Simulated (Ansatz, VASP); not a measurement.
In3Se in VASP and in Ansatz

```
In Se
1.0
     4.77152    0.00000    0.00000
     0.00000    4.77152    0.00000
     0.00000    0.00000    4.77152
In Se
3 1
Direct
  0.50000 0.50000 0.00000
  0.50000 0.00000 0.50000
  0.00000 0.50000 0.50000
  0.00000 0.00000 0.00000
```

Alike in both runs: task single point; functional PBE; k mesh 6 × 6 × 6; occupations fermi-dirac, width 0.05 eV; no spin polarisation.

```csv
,VASP,Ansatz
version,VASP 6.6.1,Ansatz 0.2.0
potentials or method,"VASP PAW PBE potentials, release 64 (In_d, Se)",Ansatz PAW
plane-wave cutoff (eV),520,420
valence electrons in the cell,45,55
```

|  | VASP | Ansatz | Ansatz less VASP |
| --- | --- | --- | --- |
| gap on the k mesh at the Fermi level (eV) | none | none | - |
| pressure (GPa) | 0.4 | 0.4 | +0.02 |

A gap of «none» marks a metal or a gap that the smearing closes. VASP's potentials hold 45 valence electrons a cell and Ansatz's 55, so a difference there can come from the potentials and not from the codes.
